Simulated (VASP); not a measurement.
## Li2TaO2: single point with PBE

Li2TaO2:

```
Li Ta O
1.0
     3.59219    0.00000    0.00000
     0.00000    3.59219    0.00000
     0.00000    0.00000    4.87269
Li Ta O
2 1 2
Direct
  0.00000 0.50000 0.50000
  0.50000 0.00000 0.50000
  0.00000 0.00000 0.00000
  0.50000 0.50000 0.24000
  0.50000 0.50000 0.76000
```

```json
{"Program": "VASP 6.6.1", "Task": "single point", "Functional": "PBE", "Potentials or basis": "VASP PAW PBE potentials, release 64 (Li_sv, Ta_pv, O)", "Cutoff": "520 eV", "k mesh": "6 × 6 × 4", "Occupations": "gaussian, width 0.1 eV", "Spin": "collinear spin, ferromagnetic start", "Starting moments": "[0.0, 0.0, 1.0, 0.0, 0.0] μB"}
```

The largest force is 0.263 eV/Å. The net moment is 0.42 μB per cell. The site moments are Li +0.00; Ta +0.32; O -0.02 μB and the valence electrons inside the program's atomic spheres are Li 2.08; Ta 8.34; O 4.83.

Forces in eV/Å, atoms in the order of the input:
```
Li   0.000  0.000  0.000
Li   0.000  0.000  0.000
Ta   0.000  0.000  0.000
O    0.000  0.000  0.263
O    0.000  0.000 -0.263
```

Levels at points of the mesh, in eV from the Fermi level:
Spin up:
| k point | band 12 | band 13 | band 14 | band 15 | band 16 | band 17 | band 18 | band 19 |
| --- | --- | --- | --- | --- | --- | --- | --- | --- |
| (0.00, 0.00, 0.00) | -3.02 | -2.63 | -1.97 | -0.27 | 0.15 | 0.97 | 1.36 | 1.36 |
| (0.50, 0.00, 0.00) | -2.44 | -1.66 | -0.77 | -0.03 | 0.43 | 0.49 | 1.67 | 3.17 |
| (0.50, 0.50, 0.00) | -4.38 | -2.50 | -0.16 | 0.93 | 1.48 | 1.48 | 1.68 | 2.63 |
| (0.00, 0.00, 0.50) | -3.21 | -2.55 | -2.03 | -1.43 | 0.64 | 0.76 | 0.98 | 1.24 |
| (0.50, 0.00, 0.50) | -2.97 | -2.53 | -0.60 | -0.54 | 0.17 | 0.73 | 1.88 | 2.03 |
| (0.50, 0.50, 0.50) | -3.40 | -2.58 | -0.25 | 0.02 | 1.38 | 1.38 | 1.39 | 1.68 |
Spin down:
| k point | band 10 | band 11 | band 12 | band 13 | band 14 | band 15 | band 16 | band 17 | band 18 | band 19 |
| --- | --- | --- | --- | --- | --- | --- | --- | --- | --- | --- |
| (0.00, 0.00, 0.00) | -3.86 | -2.99 | -2.99 | -2.41 | -1.75 | -0.33 | 0.29 | 1.16 | 1.69 | 1.69 |
| (0.50, 0.00, 0.00) | -4.27 | -3.68 | -2.47 | -1.45 | -0.57 | 0.05 | 0.66 | 0.82 | 1.81 | 3.32 |
| (0.50, 0.50, 0.00) | -4.70 | -4.30 | -4.30 | -2.27 | -0.22 | 1.07 | 1.74 | 1.74 | 1.93 | 2.81 |
| (0.00, 0.00, 0.50) | -3.68 | -3.24 | -3.24 | -2.59 | -1.81 | -1.19 | 0.78 | 0.90 | 1.17 | 1.56 |
| (0.50, 0.00, 0.50) | -3.86 | -3.10 | -3.02 | -2.57 | -0.30 | -0.26 | 0.54 | 0.94 | 2.01 | 2.11 |
| (0.50, 0.50, 0.50) | -4.48 | -4.48 | -3.41 | -2.63 | 0.07 | 0.14 | 1.52 | 1.65 | 1.65 | 1.94 |

It took 47 s on 1 thread of Intel(R) Xeon(R) 6975P-C (Granite Rapids) (shared host), peak memory 0.23 GiB.

Caveat: spin-orbit coupling is left out, which moves the levels of the heavy elements.
